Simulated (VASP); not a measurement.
# Cd (I4/mmm) in VASP: a series of runs, part 2 of 2

VASP 6.6.1.

**3. Single point, PBE (normal strain along x -0.0400, normal strain along y +0.0000)**

The input, INCAR:

```
PREC = Accurate ; ENCUT = 520
EDIFF = 1E-7 ; ISMEAR = 0
SIGMA = 0.15 ; LREAL = False
LASPH = True ; NELM = 100
ALGO = Normal ; ISIF = 2
LWAVE = False ; LCHARG = False
GGA = PE ; NBANDS = 12
```

The input, KPOINTS:

```
Automatic mesh
0
Gamma
  18 18 18
```

The input, POSCAR:

```
Cd
1.0
    0.0000000000      2.2541534960      2.2541534960
    2.1639873562      0.0000000000      2.2541534960
    2.1639873562      2.2541534960      0.0000000000
Cd
1
Direct
    0.0000000000      0.0000000000      0.0000000000
```

Potentials or basis: VASP PAW PBE potentials, release 64 (Cd).

Run with:

```console
cat potpaw_PBE.64/Cd/POTCAR > POTCAR
mpirun -np 1 vasp_std > vasp.out
```

OUTCAR:

```text
PREC = Accurate
   ENCUT = 520
   EDIFF = 1E-7
   ISMEAR = 0
   LREAL = False
   LASPH = True
   NELM = 100
   ISIF = 2
   GGA = PE

 ion  position               nearest neighbor table
   1  0.000  0.000  0.000-

  LATTYP: Found a body centered tetragonal cell.
 ALAT       =     3.1878544457
 C/A-ratio  =     1.3576450199

  Lattice vectors:

 A1 = (  -2.1639873562,   0.0000000000,  -2.2541534960)
 A2 = (  -2.1639873562,   0.0000000000,   2.2541534960)
 A3 = (   2.1639873562,   2.2541534960,   0.0000000000)

Analysis of symmetry for initial positions (statically):
=====================================================================
 Subroutine PRICEL returns:
 Original cell was already a primitive cell.

 Routine SETGRP: Setting up the symmetry group for a
 body centered tetragonal supercell.

 Subroutine GETGRP returns: Found 16 space group operations
 (whereof 16 operations were pure point group operations)
 out of a pool of 16 trial point group operations.

The static configuration has the point symmetry D_4h.

Analysis of symmetry for dynamics (positions and initial velocities):
=====================================================================
 Subroutine PRICEL returns:
 Original cell was already a primitive cell.

 Routine SETGRP: Setting up the symmetry group for a
 body centered tetragonal supercell.

 Subroutine GETGRP returns: Found 16 space group operations
 (whereof 16 operations were pure point group operations)
 out of a pool of 16 trial point group operations.

The dynamic configuration has the point symmetry D_4h.

 Subroutine INISYM returns: Found 16 space group operations
 (whereof 16 operations are pure point group operations),
 and found     1 'primitive' translations

----------------------------------------------------------------------------------------

                                     Primitive cell

  volume of cell :      21.9913

  direct lattice vectors                    reciprocal lattice vectors
     0.000000000  2.254153496  2.254153496    -0.231054954  0.221812756  0.221812756
     2.163987356  0.000000000  2.254153496     0.231054954 -0.221812756  0.221812756
     2.163987356  2.254153496  0.000000000     0.231054954  0.221812756 -0.221812756

  length of vectors
     3.187854446  3.124747872  3.124747872     0.389600038  0.389600038  0.389600038

  position of ions in fractional coordinates (direct lattice)
     0.000000000  0.000000000  0.000000000

  ion indices of the primitive-cell ions
   primitive index   ion index
                 1           1

----------------------------------------------------------------------------------------

 KPOINTS: Automatic mesh

Automatic generation of k-mesh.
 Grid dimensions read from file:
 generate k-points for:   18   18   18

 Generating k-lattice:

  Cartesian coordinates                     Fractional coordinates (reciprocal lattice)
    -0.012836386  0.012322931  0.012322931     0.055555556  0.000000000  0.000000000
     0.012836386 -0.012322931  0.012322931     0.000000000  0.055555556  0.000000000
     0.012836386  0.012322931 -0.012322931     0.000000000  0.000000000  0.055555556

  Length of vectors
     0.021644447  0.021644447  0.021644447

  Shift w.r.t. Gamma in fractional coordinates (k-lattice)
     0.000000000  0.000000000  0.000000000

 Subroutine IBZKPT returns following result:
 ===========================================

 Found    480 irreducible k-points:

 Following reciprocal coordinates:
            Coordinates               Weight
  0.000000  0.000000  0.000000      1.000000
  0.055556  0.000000  0.000000      8.000000
  0.111111  0.000000  0.000000      8.000000
  0.166667  0.000000  0.000000      8.000000
  0.222222  0.000000  0.000000      8.000000
  0.277778  0.000000  0.000000      8.000000
[... 16 lines left out ...]
 -0.277778  0.055556 -0.000000     16.000000
 -0.222222  0.055556 -0.000000     16.000000
 [... further k-points ...]
   k-points           NKPTS =    480   k-points in BZ     NKDIM =    480   number of bands    NBANDS=     12
   number of dos      NEDOS =    301   number of ions     NIONS =      1
   total plane-waves  NPLWV =  13824
   dimension x,y,z NGX =    24 NGY =   24 NGZ =   24
   dimension x,y,z NGXF=    48 NGYF=   48 NGZF=   48
   ions per type =               1
   NGX,Y,Z   is equivalent  to a cutoff of  12.52, 12.77, 12.77 a.u.
   NGXF,Y,Z  is equivalent  to a cutoff of  25.03, 25.54, 25.54 a.u.
 SYSTEM =  unknown system
   PREC   = accura    normal or accurate (medium, high low for compatibility)
   ISTART =      0    job   : 0-new  1-cont  2-samecut
   ICHARG =      2    charge: 1-file 2-atom 10-const
   ISPIN  =      1    spin polarized calculation?
   LNONCOLLINEAR =      F non collinear calculations
   LSORBIT =      F    spin-orbit coupling
   LASPH  =      T    aspherical Exc in radial PAW
   ENCUT  =  520.0 eV  38.22 Ry    6.18 a.u.   5.93  5.81  5.81*2*pi/ulx,y,z
   NELM   =    100;   NELMIN=  2; NELMDL= -5     # of ELM steps
   EDIFF  = 0.1E-06   stopping-criterion for ELM
   LREAL  =      F    real-space projection
   EDIFFG = 0.1E-05   stopping-criterion for IOM
   NSW    =      0    number of steps for IOM
   IBRION =     -1    ionic relax: 0-MD 1-quasi-New 2-CG
   NFREE  =      0    steps in history (QN), initial steepest desc. (CG)
   ISIF   =      2    stress and relaxation
   ISYM   =      2    0-nonsym 1-usesym 2-fastsym
   POTIM  = 0.5000    time-step for ionic-motion
   TEBEG  =    0.0;   TEEND  =   0.0 temperature during run
   PSTRESS=    0.0 pullay stress
   NELECT =      12.0000    total number of electrons
   NUPDOWN=      -1.0000    fix difference up-down
   EMIN   =  10.00;   EMAX   =-10.00  energy-range for DOS
   EFERMI =   0.00;   METHOD = LEGACY
   ISMEAR =     0;   SIGMA  =   0.15  broadening in eV -4-tet -1-fermi 0-gaus
   EFERMI_NEDOS =   21; number of points for ismear=-14 and -15
   IALGO  =     38    algorithm
   IMIX   =      4    mixing-type and parameters
     AMIX     =   0.40;   BMIX     =  1.00
     AMIX_MAG =   1.60;   BMIX_MAG =  1.00
  volume/ion in A,a.u.               =      21.99       148.40
  Fermi-wavevector in a.u.,A,eV,Ry     =   1.337780  2.528038 24.349737  1.789655
  Thomas-Fermi vector in A             =   2.466302
   LORBIT       =      0    0 simple, 1 ext, 2 COOP (PROOUT), +10 PAW based schemes
   GGA     = PE    functional components
   LHFCALC =     F    Hartree Fock is set to
   AEXX    =    0.0000 exact exchange contribution
   IVDW    =     0    specifies the selected vdW correction
   LEPSILON=     F    determine dielectric tensor
   LRPA    =     F    only Hartree local field effects (RPA)
 non-spin polarized calculation
 Gauss-broadening in eV      SIGMA  =   0.15
  energy-cutoff  :      520.00
  volume of cell :       21.99
 maximum number of plane-waves:       612
   NGX = 11   NGY = 11   NGZ = 11

 number of electron      11.9999998 magnetization

 Free energy of the ion-electron system (eV)
  ---------------------------------------------------
  ext. energy  EPLUGINS =         0.00000000
  ---------------------------------------------------
  free energy    TOTEN  =        -0.73396076 eV

  energy without entropy =       -0.72988196  energy(sigma->0) =       -0.73192136

 E-fermi :   2.7419     XC(G=0): -10.9473

 val. band max:        2.7382542856   @ k =  -0.3333   0.2778   0.2222
 cond. band min:       2.7943213851   @ k =   0.1111   0.5000   0.0556
 fundamental gap:      0.0560670996
 Fermi energy:         2.7418604439

 k-point     1 :       0.0000    0.0000    0.0000
  band No.  band energies     occupation
      1      -6.3758      2.00000
      2      -6.3758      2.00000
      3      -6.2493      2.00000
      4      -5.9493      2.00000
      5      -5.9490      2.00000
      6      -5.8336      2.00000
      7      16.6763      0.00000
      8      17.6599      0.00000
      9      17.6876      0.00000
     10      17.6876      0.00000
     11      20.9462      0.00000
     12      21.0809      0.00000
[... 331 lines left out ...]
 k-point    24 :      -0.2222    0.0556   -0.0000
  band No.  band energies     occupation
      1      -6.5381      2.00000
      2      -6.2865      2.00000
      3      -6.1730      2.00000
      4      -5.8797      2.00000
      5      -5.8111      2.00000
      6      -4.2296      2.00000
      7       9.3743      0.00000
      8      14.2840      0.00000
      9      16.9889      0.00000
     10      17.8373      0.00000
     11      19.6505      0.00000
     12      20.9850      0.00000

 [... further k-points ...]
[... 5 lines left out ...]
  --------------------------------------------------------------------------------------
  -------------------------------------------------------------------------------------
  Total        0.3781069      0.2344413      0.2344413      0.0000000      0.0000000     -0.0000000
  in kB       27.5469488     17.0802009     17.0802009      0.0000000      0.0000000     -0.0000000
  external PRESSURE =      20.5691169 kB  Pullay stress =       0.0000000 kB

 VOLUME and BASIS-vectors are now :
 -----------------------------------------------------------------------------
  energy-cutoff  :      520.00
  volume of cell :       21.99
      direct lattice vectors                 reciprocal lattice vectors
     0.000000000  2.254153496  2.254153496    -0.231054954  0.221812756  0.221812756
     2.163987356  0.000000000  2.254153496     0.231054954 -0.221812756  0.221812756
     2.163987356  2.254153496  0.000000000     0.231054954  0.221812756 -0.221812756

 POSITION                                       TOTAL-FORCE (eV/Angst)
 -----------------------------------------------------------------------------------
      0.00000      0.00000      0.00000         0.000000      0.000000     -0.000000
 -----------------------------------------------------------------------------------
    total drift:                               -0.000000      0.000000     -0.000000

  FREE ENERGIE OF THE ION-ELECTRON SYSTEM (eV)
  ---------------------------------------------------
  free  energy   TOTEN  =        -0.7339607639 eV

  energy  without entropy=       -0.7298819628  energy(sigma->0) =       -0.73192136
```

stdout:

```text
POSCAR found type information on POSCAR Cd
 POSCAR found :  1 types and       1 ions
 scaLAPACK will be used
 LDA part: xc-table for (Slater+PW92), standard interpolation
 POSCAR, INCAR and KPOINTS ok, starting setup
 FFT: planning ... GRIDC
 FFT: planning ... GRID_SOFT
 FFT: planning ... GRID
 WAVECAR not read
 entering main loop
```

It took 23 s on 1 thread of Intel Xeon 6975P-C (Granite Rapids), shared host; peak memory 0.23 GiB.

What came out:

```
Free energy            : -0.7340 eV
Pressure               : 2.1 GPa
Band gap on the k mesh : zero (bands 6 and 7 overlap by 3.18 eV)
```

Levels at points of the mesh, in eV from the Fermi level:
```tsv
k point	band 3	band 4	band 5	band 6	band 7	band 8	band 9	band 10
(0.00, 0.00, 0.00)	-8.99	-8.69	-8.69	-8.58	13.93	14.92	14.95	14.95
(0.50, 0.00, 0.00)	-9.02	-8.29	-8.24	-2.25	-1.29	12.07	12.44	13.59
(0.50, 0.50, 0.00)	-8.29	-8.22	-8.13	-0.92	1.12	6.97	7.11	11.25
(0.00, 0.50, 0.50)	-8.28	-8.16	-8.16	-0.37	1.98	6.38	6.38	10.60
```

Caveat: the cell differs from its parent crystal (normal strain along x -0.0400, normal strain along y +0.0000).
